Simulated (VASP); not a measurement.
BaTiO3:

```
CELL_PARAMETERS angstrom
4.00600 0.00000 0.00000
0.00000 4.00600 0.00000
0.00000 0.00000 4.00600
ATOMIC_POSITIONS crystal
Ba 0.50000 0.50000 0.50000
Ti 0.00000 0.00000 0.00000
O 0.50000 0.00000 0.00000
O 0.00000 0.50000 0.00000
O 0.00000 0.00000 0.50000
```

Base run:

```yaml
Program: VASP 6.6.1
Functional: LDA
Potentials_or_basis: VASP PAW LDA potentials, release 64 (Ba_sv, Ti_sv, O_h)
Cutoff: 1000 eV
k_mesh: 8 × 8 × 8
Occupations: fermi-dirac, width 0.02 eV
Spin: no spin polarisation
```

Its results: band gap on the k mesh 1.66 eV (least direct gap 1.80 eV); pressure -7.2 GPa.

Question: The run is repeated on the same cell with these changes: functional from LDA to r2SCAN; potentials or basis from VASP PAW LDA potentials, release 64 (Ba_sv, Ti_sv, O_h) to VASP PAW PBE potentials, release 64 (Ba_sv, Ti_sv, O_h); cutoff from 1000 eV to 1100 eV. What comes out?

Answer: Band gap on the k mesh 2.14 eV (least direct gap 2.29 eV); pressure 0.4 GPa.

Caveats: spin-orbit coupling is left out, which moves the levels of the heavy elements; the cell stands under tension (at least some runs); the PAW data sets were made with another functional, which shifts forces and pressure a little (at least some runs).

A k mesh can miss the band edges.
